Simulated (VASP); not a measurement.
Here is a VASP 6.6.1 calculation.

INCAR

```
SYSTEM = C
PREC = Accurate ; ENCUT = 520
EDIFF = 1E-7 ; ISMEAR = 0
SIGMA = 0.05 ; LREAL = .False.
LASPH = .True. ; NELM = 60
ALGO = Normal ; ISIF = 2
LWAVE = .False. ; LCHARG = .False.
NBANDS = 11
```

KPOINTS

```
regular mesh
0
Gamma
  12 12 12
  0 0 0
```

POSCAR

```
C
1.0
    0.0000000000      1.6820394349      1.8524300297
    1.6820394349      0.0000000000      1.8524300297
    1.6820394349      1.6820394349      0.0000000000
C
2
Direct
    0.5000000000      0.5000000000      0.5000000000
    0.7500000000      0.7500000000      0.7500000000
```

Potentials or basis: VASP PAW LDA potentials, release 64 (C).

Launch:

```console
$ cat potpaw_LDA.64/C/POTCAR > POTCAR
$ mpirun -np 1 vasp_std > vasp.out
```

**Question.** Estimate the band gap on the k mesh.

**Answer.** 3.06 eV, indirect (least direct gap 4.89 eV).

**Question.** What does it give for the pressure?

**Answer.** 27.2 GPa.

Stress tensor (GPa, compression positive):
```
 62.67   0.00   0.00
  0.00  62.67   0.00
  0.00   0.00 -43.63
```

 A k mesh can miss the band edges.
